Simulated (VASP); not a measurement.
# Sc (C2/m) in VASP: single point with PBEsol

Aim: the single point of Sc with PBEsol.

All numbers are computed with VASP 6.6.1; they aren't measurements. Logs are shortened: lines on timing, memory, paths and dates and some standing lists are left out, and cuts for length are marked.

## Step 1: The cell of the first run

It takes space group C2/m (No. 12, monoclinic). The conventional cell has a = 9.011 Å, b = 5.193 Å, c = 3.277 Å, α = 90.00°, β = 90.32°, γ = 90.00°. Sc (site symmetry m) has 11 Sc at 2.96 to 3.48 Å within 3.9 Å. Sc (site symmetry 2/m) has 14 Sc at 3.28 to 3.48 Å within 4.3 Å.

## Step 2: Single point, PBEsol (strained)

Input file INCAR:

```
PREC     = Accurate       # precision mode
ENCUT    = 500            # plane-wave cutoff, eV
EDIFF    = 1E-6           # SCF threshold, eV
ISMEAR   = 0              # smearing method
SIGMA    = 0.1            # smearing width, eV
LREAL    = F              # projectors in reciprocal space
LASPH    = T              # aspherical terms in the spheres
NELM     = 120            # most SCF steps
ALGO     = Normal         # electronic algorithm
ISIF     = 2              # what is computed and relaxed
LWAVE    = F              # write WAVECAR
LCHARG   = T              # write CHGCAR
GGA      = PS             # functional
LELF     = T              # ELF
LVHAR    = T            
NBANDS   = 24             # bands
GGA_COMPAT= F
```

Input file KPOINTS:

```
regular mesh
0
Gamma
  10 10 14
```

Input file POSCAR:

```
Sc
1.0
    4.5054302432     -2.5963522608      0.0148416452
    4.5054302432      2.5963522608      0.0148416452
    0.0072307811      0.0000000000      3.2770127168
Sc
3
Direct
    0.3278821823      0.3278821823      1.0304088327
    0.0000000000      0.0000000000      0.5000000000
    0.6721178177      0.6721178177     -0.0304088327
```

Potentials or basis: VASP PAW PBE potentials, release 64 (Sc_sv).

On the command line:

```console
$ cat potpaw_PBE.64/Sc_sv/POTCAR > POTCAR
$ mpirun -np 1 vasp_std > vasp.out
```

OUTCAR:

```text
PREC = Accurate
   ENCUT = 500
   EDIFF = 1E-6
   ISMEAR = 0
   LREAL = F
   LASPH = T
   NELM = 120
   ISIF = 2
   GGA = PS

 ion  position               nearest neighbor table
   1  0.328  0.328  0.030-   3 2.96   3 2.96   3 3.11   2 3.32   2 3.40   2 3.40
   2  0.000  0.000  0.500-   1 3.32   3 3.32   3 3.40   3 3.40   1 3.40   1 3.40
   3  0.672  0.672  0.970-   1 2.96   1 2.96   1 3.11   2 3.32   2 3.40   2 3.40

  LATTYP: Found a base centered monoclinic cell.
 ALAT       =     9.0109093771
 B/A-ratio  =     0.5762686433
 C/A-ratio  =     0.3636725836
 COS(beta)  =    -0.0055006410

  Lattice vectors:

 A1 = (  -4.5054302432,   2.5963522608,  -0.0148416452)
 A2 = (  -4.5054302432,  -2.5963522608,  -0.0148416452)
 A3 = (   0.0072307811,   0.0000000000,   3.2770127168)

Analysis of symmetry for initial positions (statically):
=====================================================================
 Subroutine PRICEL returns:
 Original cell was already a primitive cell.

 Routine SETGRP: Setting up the symmetry group for a
 base centered monoclinic supercell.

 Subroutine GETGRP returns: Found  4 space group operations
 (whereof  4 operations were pure point group operations)
 out of a pool of  4 trial point group operations.

The static configuration has the point symmetry C_2h.

Analysis of symmetry for dynamics (positions and initial velocities):
=====================================================================
 Subroutine PRICEL returns:
 Original cell was already a primitive cell.

 Routine SETGRP: Setting up the symmetry group for a
 base centered monoclinic supercell.

 Subroutine GETGRP returns: Found  4 space group operations
 (whereof  4 operations were pure point group operations)
 out of a pool of  4 trial point group operations.

The dynamic configuration has the point symmetry C_2h.

 Subroutine INISYM returns: Found  4 space group operations
 (whereof  4 operations are pure point group operations),
 and found     1 'primitive' translations

----------------------------------------------------------------------------------------

                                     Primitive cell

  volume of cell :      76.6664

  direct lattice vectors                    reciprocal lattice vectors
     4.505430243 -2.596352261  0.014841645     0.110977999 -0.192577875 -0.000244875
     4.505430243  2.596352261  0.014841645     0.110977999  0.192577875 -0.000244875
     0.007230781  0.000000000  3.277012717    -0.001005242  0.000000000  0.305158190

  length of vectors
     5.200016059  5.200016059  3.277020694     0.222266538  0.222266538  0.305159846

  position of ions in fractional coordinates (direct lattice)
     0.327882182  0.327882182  0.030408833
     0.000000000  0.000000000  0.500000000
     0.672117818  0.672117818  0.969591167

  ion indices of the primitive-cell ions
   primitive index   ion index
                 1           1
                 2           2
                 3           3

----------------------------------------------------------------------------------------

 KPOINTS: regular mesh

Automatic generation of k-mesh.
 Grid dimensions read from file:
 generate k-points for:   10   10   14

 Generating k-lattice:

  Cartesian coordinates                     Fractional coordinates (reciprocal lattice)
     0.011097800 -0.019257787 -0.000024487     0.100000000 -0.000000000  0.000000000
     0.011097800  0.019257787 -0.000024487    -0.000000000  0.100000000  0.000000000
    -0.000071803  0.000000000  0.021797014    -0.000000000 -0.000000000  0.071428571

  Length of vectors
     0.022226654  0.022226654  0.021797132

  Shift w.r.t. Gamma in fractional coordinates (k-lattice)
     0.000000000  0.000000000  0.000000000

 Subroutine IBZKPT returns following result:
 ===========================================

 Found    392 irreducible k-points:

 Following reciprocal coordinates:
            Coordinates               Weight
  0.000000  0.000000  0.000000      1.000000
  0.100000  0.000000  0.000000      4.000000
  0.200000  0.000000  0.000000      4.000000
  0.300000 -0.000000 -0.000000      4.000000
  0.400000 -0.000000 -0.000000      4.000000
  0.500000 -0.000000 -0.000000      2.000000
[... 16 lines left out ...]
  0.300000  0.300000 -0.000000      2.000000
  0.400000  0.300000  0.000000      4.000000
 [... further k-points ...]
   k-points           NKPTS =    392   k-points in BZ     NKDIM =    392   number of bands    NBANDS=     24
   number of dos      NEDOS =    301   number of ions     NIONS =      3
   total plane-waves  NPLWV =  38400
   dimension x,y,z NGX =    40 NGY =   40 NGZ =   24
   dimension x,y,z NGXF=    80 NGYF=   80 NGZF=   48
   ions per type =               3
   NGX,Y,Z   is equivalent  to a cutoff of  12.79, 12.79, 12.18 a.u.
   NGXF,Y,Z  is equivalent  to a cutoff of  25.58, 25.58, 24.35 a.u.
 SYSTEM =  unknown system
   PREC   = accura    normal or accurate (medium, high low for compatibility)
   ISTART =      0    job   : 0-new  1-cont  2-samecut
   ICHARG =      2    charge: 1-file 2-atom 10-const
   ISPIN  =      1    spin polarized calculation?
   LNONCOLLINEAR =      F non collinear calculations
   LSORBIT =      F    spin-orbit coupling
   LASPH  =      T    aspherical Exc in radial PAW
   ENCUT  =  500.0 eV  36.75 Ry    6.06 a.u.   9.48  9.48  5.97*2*pi/ulx,y,z
   NELM   =    120;   NELMIN=  2; NELMDL= -5     # of ELM steps
   EDIFF  = 0.1E-05   stopping-criterion for ELM
   LREAL  =      F    real-space projection
   EDIFFG = 0.1E-04   stopping-criterion for IOM
   NSW    =      0    number of steps for IOM
   IBRION =     -1    ionic relax: 0-MD 1-quasi-New 2-CG
   NFREE  =      0    steps in history (QN), initial steepest desc. (CG)
   ISIF   =      2    stress and relaxation
   ISYM   =      2    0-nonsym 1-usesym 2-fastsym
   POTIM  = 0.5000    time-step for ionic-motion
   TEBEG  =    0.0;   TEEND  =   0.0 temperature during run
   PSTRESS=    0.0 pullay stress
   NELECT =      33.0000    total number of electrons
   NUPDOWN=      -1.0000    fix difference up-down
   EMIN   =  10.00;   EMAX   =-10.00  energy-range for DOS
   EFERMI =   0.00;   METHOD = LEGACY
   ISMEAR =     0;   SIGMA  =   0.10  broadening in eV -4-tet -1-fermi 0-gaus
   EFERMI_NEDOS =   21; number of points for ismear=-14 and -15
   IALGO  =     38    algorithm
   IMIX   =      4    mixing-type and parameters
     AMIX     =   0.40;   BMIX     =  1.00
     AMIX_MAG =   1.60;   BMIX_MAG =  1.00
  volume/ion in A,a.u.               =      25.56       172.46
  Fermi-wavevector in a.u.,A,eV,Ry     =   1.236074  2.335841 20.788060  1.527879
  Thomas-Fermi vector in A             =   2.370698
   LORBIT       =      0    0 simple, 1 ext, 2 COOP (PROOUT), +10 PAW based schemes
   GGA     = PS    functional components
   LHFCALC =     F    Hartree Fock is set to
   AEXX    =    0.0000 exact exchange contribution
   IVDW    =     0    specifies the selected vdW correction
   LEPSILON=     F    determine dielectric tensor
   LRPA    =     F    only Hartree local field effects (RPA)
 non-spin polarized calculation
 Gauss-broadening in eV      SIGMA  =   0.10
  energy-cutoff  :      500.00
  volume of cell :       76.67
 maximum number of plane-waves:      1971
 NGX is ok and might be reduce to    40
   NGX = 19   NGY = 19   NGZ = 11

 number of electron      33.0000003 magnetization

 Free energy of the ion-electron system (eV)
  ---------------------------------------------------
  ext. energy  EPLUGINS =         0.00000000
  ---------------------------------------------------
  free energy    TOTEN  =       -19.54212569 eV

  energy without entropy =      -19.50739045  energy(sigma->0) =      -19.52475807

 E-fermi :   3.3242     XC(G=0):  -9.8384

 val. band max:        3.3233322564   @ k =  -0.1000   0.0000   0.0714
 cond. band min:       3.3242617226   @ k =  -0.4000   0.1000   0.4286
 fundamental gap:      0.0009294662
 Fermi energy:         3.3241701735

 k-point     1 :       0.0000    0.0000    0.0000
  band No.  band energies     occupation
      1     -45.9841      2.00000
      2     -45.9359      2.00000
      3     -45.8788      2.00000
      4     -24.8432      2.00000
      5     -24.7594      2.00000
      6     -24.7228      2.00000
[... 16 lines left out ...]
     23       5.5503      0.00000
     24       5.6859      0.00000

 k-point     2 :       0.1000    0.0000    0.0000
  band No.  band energies     occupation
      1     -45.9822      2.00000
      2     -45.9360      2.00000
      3     -45.8807      2.00000
      4     -24.8474      2.00000
      5     -24.7797      2.00000
      6     -24.7076      2.00000
[... 16 lines left out ...]
     23       5.4402      0.00000
     24       5.5352      0.00000

 k-point     3 :       0.2000    0.0000    0.0000
  band No.  band energies     occupation
      1     -45.9768      2.00000
      2     -45.9359      2.00000
      3     -45.8862      2.00000
      4     -24.8536      2.00000
      5     -24.8029      2.00000
      6     -24.6770      2.00000
[... 16 lines left out ...]
     23       5.3533      0.00000
     24       5.5464      0.00000

 k-point     4 :       0.3000   -0.0000   -0.0000
  band No.  band energies     occupation
      1     -45.9695      2.00000
      2     -45.9349      2.00000
      3     -45.8946      2.00000
      4     -24.8617      2.00000
      5     -24.8041      2.00000
      6     -24.6547      2.00000
[... 16 lines left out ...]
     23       5.3600      0.00000
     24       5.8066      0.00000

 k-point     5 :       0.4000   -0.0000   -0.0000
  band No.  band energies     occupation
      1     -45.9633      2.00000
      2     -45.9319      2.00000
      3     -45.9039      2.00000
      4     -24.8719      2.00000
      5     -24.7781      2.00000
      6     -24.6741      2.00000
[... 451 lines left out ...]
 k-point    22 :      -0.2000    0.2000    0.0000
  band No.  band energies     occupation
      1     -45.9662      2.00000
      2     -45.9318      2.00000
      3     -45.9010      2.00000
      4     -24.8316      2.00000
      5     -24.8305      2.00000
      6     -24.6636      2.00000
[... 16 lines left out ...]
     23       5.2516      0.00000
     24       5.9099      0.00000

 k-point    23 :       0.3000    0.3000   -0.0000
  band No.  band energies     occupation
      1     -45.9701      2.00000
      2     -45.9395      2.00000
      3     -45.8894      2.00000
      4     -24.8917      2.00000
      5     -24.7760      2.00000
      6     -24.6621      2.00000
[... 16 lines left out ...]
     23       5.3444      0.00000
     24       5.8269      0.00000

 k-point    24 :       0.4000    0.3000    0.0000
  band No.  band energies     occupation
      1     -45.9656      2.00000
      2     -45.9398      2.00000
      3     -45.8937      2.00000
      4     -24.8926      2.00000
      5     -24.7715      2.00000
      6     -24.6554      2.00000
[... 16 lines left out ...]
     23       5.3660      0.00000
     24       5.9936      0.00000

 [... further k-points ...]

------------------------ aborting loop because EDIFF is reached ----------------------------------------

  FORCE on cell =-STRESS in cart. coord.  units (eV):
  Direction    XX          YY          ZZ          XY          YZ          ZX
  --------------------------------------------------------------------------------------
  -------------------------------------------------------------------------------------
  Total       -2.1599917     -1.7295987     -1.9435360      0.0000000      0.0000000     -0.0639429
  in kB      -45.1396107    -36.1452373    -40.6161095      0.0000000      0.0000000     -1.3362813
  external PRESSURE =     -40.6336525 kB  Pullay stress =       0.0000000 kB

 VOLUME and BASIS-vectors are now :
 -----------------------------------------------------------------------------
  energy-cutoff  :      500.00
  volume of cell :       76.67
      direct lattice vectors                 reciprocal lattice vectors
     4.505430243 -2.596352261  0.014841645     0.110977999 -0.192577875 -0.000244875
     4.505430243  2.596352261  0.014841645     0.110977999  0.192577875 -0.000244875
     0.007230781  0.000000000  3.277012717    -0.001005242  0.000000000  0.305158190

 POSITION                                       TOTAL-FORCE (eV/Angst)
 -----------------------------------------------------------------------------------
      2.95472      0.00000      0.10938         0.350140      0.000000     -0.129135
      0.00362      0.00000      1.63851         0.000000      0.000000      0.000000
      6.06337      0.00000      3.19731        -0.350140      0.000000      0.129135
 -----------------------------------------------------------------------------------
    total drift:                                0.000000      0.000000     -0.000000

  FREE ENERGIE OF THE ION-ELECTRON SYSTEM (eV)
  ---------------------------------------------------
  free  energy   TOTEN  =       -19.5421256889 eV

  energy  without entropy=      -19.5073904528  energy(sigma->0) =      -19.52475807
```

It took 3.6 min on 1 thread of Intel Xeon 6975P-C (Granite Rapids), shared host; peak memory 0.58 GiB.

Results:

* Free energy: -19.5421 eV
* Pressure: -4.1 GPa
* Largest force: 0.373 eV/Å
* Band gap on the k mesh: zero (an odd number of electrons rules out a gap without spin polarisation)

Forces in eV/Å, atoms in the order of the input:
```
Sc   0.350  0.000 -0.129
Sc   0.000  0.000  0.000
Sc  -0.350  0.000  0.129
```

Levels at points of the mesh, in eV from the Fermi level:
```csv
k point,band 13,band 14,band 15,band 16,band 17,band 18,band 19,band 20
"(0.00, 0.00, 0.00)",-5.01,-0.70,-0.06,-0.06,-0.04,-0.01,0.60,1.53
"(0.50, 0.00, 0.00)",-3.06,-2.99,-1.55,0.38,0.56,0.57,0.71,1.04
"(0.50, 0.50, 0.00)",-3.04,-3.01,-1.51,0.53,0.62,0.67,0.69,0.84
"(0.00, 0.00, 0.50)",-1.90,-1.47,-0.87,-0.74,-0.42,-0.41,1.19,1.35
"(0.50, 0.00, 0.50)",-1.49,-1.21,-0.56,-0.35,-0.11,-0.07,0.70,1.07
"(0.50, 0.50, 0.50)",-1.45,-1.25,-0.63,-0.36,0.02,0.03,0.80,1.13
```

Caveat: the cell differs from its parent crystal (strained); the cell stands under tension; the PAW data sets were made with another functional, which shifts forces and pressure a little.
